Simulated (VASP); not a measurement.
**KI: single point with PBE**

Crystal: KI.

```xyz
2
Lattice="0.0000 3.5266 3.5266 3.5266 0.0000 3.5266 3.5266 3.5266 0.0000" Properties=species:S:1:pos:R:3 pbc="T T T"
K     0.0000    0.0000    0.0000
I     3.5266    3.5266    3.5266
```

This cell differs from its parent crystal: strain -0.5%.

| Item | Value |
| --- | --- |
| Program | VASP 6.6.1 |
| Task | single point |
| Functional | PBE |
| Potentials or basis | VASP PAW PBE potentials, release 64 (K_sv, I) |
| Cutoff | 520 eV |
| k mesh | 6 × 6 × 6 |
| Occupations | fermi-dirac, width 0.02 eV |
| Spin | no spin polarisation |

```json
{
  "Pressure": "0.7 GPa",
  "Band gap on the k mesh": "3.98 eV"
}
```

Levels at points of the mesh, in eV from the valence-band top:
| k point | band 6 | band 7 | band 8 | band 9 | band 10 | band 11 |
| --- | --- | --- | --- | --- | --- | --- |
| (0.00, 0.00, 0.00) | 0.00 | 0.00 | 0.00 | 3.98 | 6.49 | 6.49 |
| (0.50, 0.00, 0.00) | -1.33 | -0.34 | -0.34 | 5.53 | 7.73 | 8.15 |
| (0.50, 0.50, 0.00) | -1.01 | -0.37 | -0.37 | 4.93 | 5.78 | 8.10 |

It took 44 s on 1 thread of Intel Xeon 8259CL, on a shared host, peak memory 0.24 GiB.

Caveat: the cell differs from its parent crystal (strain -0.5%); spin-orbit coupling is left out, which moves the levels of the heavy elements.
